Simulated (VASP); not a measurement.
Crystal: AlTl2.

```xyz
3
Lattice="5.4735 0.0000 0.0000 -2.7367 4.7402 0.0000 0.0000 0.0000 3.1997" Properties=species:S:1:pos:R:3 pbc="T T T"
Al    0.0000    0.0000    0.0000
Tl    0.0000    3.1601    1.5999
Tl    2.7367    1.5801    1.5999
```

The cell was generated, and may not be a known phase.

| Item | Value |
| --- | --- |
| Program | VASP 6.6.1 |
| Task | relaxation of cell and atoms |
| Functional | PBE |
| Potentials or basis | VASP PAW PBE potentials, release 64 (Al, Tl_d) |
| Cutoff | 600 eV |
| k mesh | 12 × 12 × 14 |
| Occupations | gaussian, width 0.1 eV |
| Spin | no spin polarisation |

At the start: pressure 0.2 GPa; volume 27.67 Å³/atom.

Where does the relaxation end?

Over 6 steps the energy falls by 3.8 meV/atom and the volume is 27.91 Å³/atom (+0.8 %); space group P6/mmm (No. 191, to 0.1 Å) before and after.

Step by step:
```tsv
step	energy change (eV)	largest force (eV/Å)	pressure (GPa)	volume (Å³)
1	0.0000	0.0000	0.21	83.02
2	-0.0067	0.0000	0.04	83.44
3	-0.0112	0.0000	-0.17	84.08
4	-0.0112	0.0000	-0.20	84.13
5	-0.0115	0.0000	0.07	83.62
6	-0.0115	0.0000	-0.03	83.72
```

Final structure:
```xyz
3
Lattice="5.5571 0.0000 0.0000 -2.7785 4.8126 0.0000 0.0000 0.0000 3.1304" Properties=species:S:1:pos:R:3 pbc="T T T"
Al    0.0000    0.0000    0.0000
Tl    0.0000    3.2084    1.5652
Tl    2.7785    1.6042    1.5652
```
